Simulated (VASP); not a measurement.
A run of VASP 6.6.1 is set up as follows.

The input POSCAR:

```
Al
1.0
    2.8676155389      0.0000000000      0.0000000000
   -1.4338077694      2.4834279049      0.0000000000
    0.0000000000      0.0000000000      4.9623026648
Al
2
Direct
    0.3333333333      0.6666666667      0.2500000000
    0.6666666667      0.3333333333      0.7500000000
```

The input INCAR.step1:

```
SYSTEM = Al
ALGO     = Normal         ! electronic algorithm
EDIFF    = 1E-5           ! SCF threshold, eV
ENCUT    = 520            ! plane-wave cutoff, eV
GGA      = PE             ! functional
ISIF     = 2              ! what is computed and relaxed
ISMEAR   = -1             ! smearing method
LASPH    = .True.         ! aspherical terms in the spheres
LCHARG   = .False.        ! write CHGCAR
LREAL    = .False.        ! projectors in reciprocal space
LWAVE    = .True.         ! write WAVECAR
NBANDS   = 10             ! bands
NELM     = 80             ! most SCF steps
PREC     = Accurate       ! precision mode
SIGMA    = 0.05           ! smearing width, eV
```

File INCAR.step2:

```
SYSTEM = Al
AEXX     = 0.25           ! exact-exchange fraction
ALGO     = Normal         ! electronic algorithm
EDIFF    = 1E-6           ! SCF threshold, eV
ENCUT    = 520            ! plane-wave cutoff, eV
GGA      = PE             ! functional
ISIF     = 2              ! what is computed and relaxed
ISMEAR   = -1             ! smearing method
ISTART   = 1            
LASPH    = .True.         ! aspherical terms in the spheres
LCHARG   = .False.        ! write CHGCAR
LHFCALC  = .True.         ! exact exchange
LREAL    = .False.        ! projectors in reciprocal space
LWAVE    = .False.        ! write WAVECAR
NBANDS   = 10             ! bands
NELM     = 80             ! most SCF steps
PREC     = Accurate       ! precision mode
PRECFOCK = Normal       
SIGMA    = 0.05           ! smearing width, eV
```

The input KPOINTS:

```
k-points
0
Gamma
  6 6 4
  0 0 0
```

Potentials or basis: VASP PAW PBE potentials, release 64 (Al).

The run is started by

```console
$ cat potpaw_PBE.64/Al/POTCAR > POTCAR
$ cp INCAR.step1 INCAR
$ mpirun -np 1 vasp_std > vasp.out
$ cp INCAR.step2 INCAR
$ mpirun -np 1 vasp_std > vasp.out
```

Problem. Predict the band gap on the k mesh.

Solution. Zero (bands 3 and 4 overlap by 8.24 eV).

Problem. What does it give for the pressure?

Solution. -4.2 GPa.

Stress tensor (GPa, compression positive):
```
-3.45  0.00  0.00
 0.00 -3.45  0.00
 0.00  0.00 -5.72
```

Caveat: the k points lie up to 0.42 Å⁻¹ apart, too coarse for converged energies and pressures of a metal; the PAW data sets were made with another functional, which shifts forces and pressure a little.
